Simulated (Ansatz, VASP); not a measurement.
## One calculation of B2P, two programs

INCAR

```
SYSTEM = B2P
ALGO = Fast ; EDIFF = 1E-7
EDIFFG = -0.01 ; ENCUT = 600
GGA = PE ; IBRION = 2
ISIF = 3 ; ISMEAR = 0
LASPH = .TRUE. ; LCHARG = .FALSE.
LREAL = .FALSE. ; LWAVE = .FALSE.
NELM = 100 ; NSW = 100
PREC = Accurate ; SIGMA = 0.1
```

File KPOINTS:

```
k-points
0
G
  12 10 8
  0 0 0
```

POSCAR

```
B2P
1.0
    3.1661895598      0.0000000000      0.0000000000
   -0.5291322162      4.0518333378      0.0000000000
   -0.5174717751     -1.3214593961      4.6160434116
B P
4 2
Direct
    0.8309677216      0.0063897444      0.7032824897
    0.0846898928      0.2446672786      0.4481587776
    0.4006922332      0.2230909150      0.7817038655
    0.4979500618      0.5999334903      0.0557060803
    0.0448759810      0.8897555475      0.0716741861
    0.6408241095      0.5361630243      0.4394746008
```

Input for Ansatz:

```yaml
crystal:
  lattice:
    - [3.1661895598, 0.0, 0.0]
    - [-0.5291322162, 4.0518333378, 0.0]
    - [-0.5174717751, -1.3214593961, 4.6160434116]
  atoms:
    - { symbol: B, position: [0.8309677216, 0.0063897444, 0.7032824897] }
    - { symbol: B, position: [0.0846898928, 0.2446672786, 0.4481587776] }
    - { symbol: B, position: [0.4006922332, 0.223090915, 0.7817038655] }
    - { symbol: B, position: [0.4979500618, 0.5999334903, 0.0557060803] }
    - { symbol: P, position: [0.044875981, 0.8897555475, 0.0716741861] }
    - { symbol: P, position: [0.6408241095, 0.5361630243, 0.4394746008] }
basis:
  ecutwfc: 420
kpoints:
  mp_grid: { grid: [12, 10, 8] }
hamiltonian:
  xc: pbe
scf:
  occupations: { method: gaussian, width: 0.1 }
output:
  forces: true
  stress: true
  eigenvalues: true
relax:
  adjacent_minimum: "off"
  f_tol: 0.01
  max_steps: 80
  cell: { stress_tol: 0.05 }
```

Change from the starting cell: the structure that the rattled marcasite type (Pnnm, No. 58) fell into.

Alike in both runs: task relaxation of cell and atoms; functional PBE; k mesh 12 × 10 × 8; occupations gaussian, width 0.1 eV; no spin polarisation.

```csv
,VASP,Ansatz
version,VASP 6.6.1,Ansatz 0.2.0
potentials or method,"VASP PAW PBE potentials, release 64 (B, P), cutoff 600 eV","scalar-relativistic, plane waves, PAW"
valence electrons in the cell,22,22
```

Ansatz gave:

```
gap on the k mesh at the Fermi level, each at its own relaxed structure (eV) : none
relaxed volume (Å³/atom)                                                     : 9.87
relaxed length of the cell vector where the two differ most in proportion (Å)              : 3.166
```

Task: What did VASP give for the same quantities?

Result: gap on the k mesh at the Fermi level, each at its own relaxed structure (eV): none; relaxed volume (Å³/atom): 9.86; relaxed length of the cell vector where the two differ most in proportion (Å): 3.165.

A gap of «none» marks a metal or a gap that the smearing closes.
